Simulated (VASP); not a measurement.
Input of a VASP 6.6.1 run:

File INCAR:

```
SYSTEM = W
PREC     = Accurate       ! precision mode
ENCUT    = 520            ! plane-wave cutoff, eV
EDIFF    = 1E-6           ! SCF threshold, eV
ISMEAR   = -1             ! smearing method
SIGMA    = 0.08           ! smearing width, eV
LREAL    = .False.        ! projectors in reciprocal space
LASPH    = .True.         ! aspherical terms in the spheres
NELM     = 80             ! most SCF steps
ALGO     = Normal         ! electronic algorithm
ISIF     = 2              ! what is computed and relaxed
LWAVE    = .False.        ! write WAVECAR
LCHARG   = .True.         ! write CHGCAR
GGA      = PE             ! functional
LELF     = .True.         ! ELF
LVHAR    = .True.       
NBANDS   = 21             ! bands
```

Contents of KPOINTS:

```
regular mesh
0
Gamma
  13 13 13
  0 0 0
```

POSCAR

```
W
1.0
    0.0000000000      2.6798876929      2.6798876929
    2.6798876929      0.0000000000      2.6798876929
    2.6798876929      2.6798876929      0.0000000000
W
2
Direct
   -0.1250000000     -0.1250000000     -0.1250000000
    0.1250000000      0.1250000000      0.1250000000
```

Potentials or basis: VASP PAW PBE potentials, release 64 (W_sv).

Run with:

```sh
$ cat potpaw_PBE.64/W_sv/POTCAR > POTCAR
$ mpirun -np 1 vasp_std > vasp.out
```

(1) Predict the band gap on the k mesh.

(2) Predict the pressure.

Results:

(1) zero (band 14 reaches 8.53 eV, above the bottom of band 15 at 7.63 eV).

(2) 51.6 GPa.

Caveat: spin-orbit coupling is left out, which moves the levels of the heavy elements.
